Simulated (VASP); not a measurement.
A run of VASP 6.6.1:

The input INCAR:

```
SYSTEM = PtSe2
ALGO = Normal
EDIFF = 1E-6
ENCUT = 520
GGA = PE
ISIF = 2
ISMEAR = -1
LASPH = .TRUE.
LCHARG = .TRUE.
LELF = .TRUE.
LREAL = .FALSE.
LVHAR = .TRUE.
LWAVE = .FALSE.
NBANDS = 18
NELM = 60
PREC = Accurate
SIGMA = 0.05
```

File KPOINTS:

```
k-points
0
G
  5 5 3
  0 0 0
```

POSCAR

```
PtSe2
1.0
    3.7240000000      0.0000000000      0.0000000000
   -1.8620000000      3.2250786037      0.0000000000
    0.0000000000      0.0000000000      5.0620000000
Pt Se
1 2
Direct
    0.0000000000      0.0000000000      0.0000000000
    0.6666666667      0.3333333333      0.7500000000
    0.3333333333      0.6666666667      0.2500000000
```

Potentials or basis: VASP PAW PBE potentials, release 64 (Pt, Se).

The run is started by

```console
$ cat potpaw_PBE.64/Pt/POTCAR potpaw_PBE.64/Se/POTCAR > POTCAR
$ mpirun -np 1 vasp_std > vasp.out
```

Hardware: 1 thread of Intel(R) Xeon(R) 6975P-C (Granite Rapids) (shared host).

Q: Estimate the wall time of this run.

A: Wall time 6.8 s on 1 thread of Intel(R) Xeon(R) 6975P-C (Granite Rapids) (shared host), peak memory 0.17 GiB. Counts: scf iterations 12, k points 12.
